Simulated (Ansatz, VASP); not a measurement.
# BeTe: VASP beside Ansatz

```
Be Te
1.0
     4.10623    0.00000    0.00000
    -2.05311    3.49082    0.00000
     0.00000    0.00000    8.14405
Be Te
2 2
Direct
  0.33441 0.66882 0.25000
  0.66559 0.33118 0.75000
  0.66963 0.33926 0.25000
  0.33037 0.66074 0.75000
```

Change from the starting cell: uniaxial_x strain +1.9%.

Alike in both runs: task single point; functional r2SCAN; k mesh 12 × 12 × 4; no spin polarisation.

|  | VASP | Ansatz |
| --- | --- | --- |
| version | VASP 6.6.1 | Ansatz 0.2.0 |
| potentials or method | VASP PAW PBE potentials, release 64 (Be, Te) | plane waves, PAW |
| plane-wave cutoff (eV) | 520 | 500 |
| occupations | gaussian, width 0.01 eV | fixed |
| valence electrons in the cell | 16 | 36 |

|  | VASP | Ansatz | Ansatz less VASP |
| --- | --- | --- | --- |
| gap on the k mesh at the Fermi level (eV) | 3.01 | 3.03 | +0.015 |
| pressure (GPa) | -1.1 | -1.1 | -0.05 |
| traceless stress, the component that is largest in VASP (GPa) | -1.23 | -1.26 | -0.021 |

VASP's potentials were made for PBE, not for r2SCAN. VASP's potentials hold 16 valence electrons a cell and Ansatz's 36, so a difference there can come from the potentials and not from the codes.

Spin-orbit coupling is off throughout.
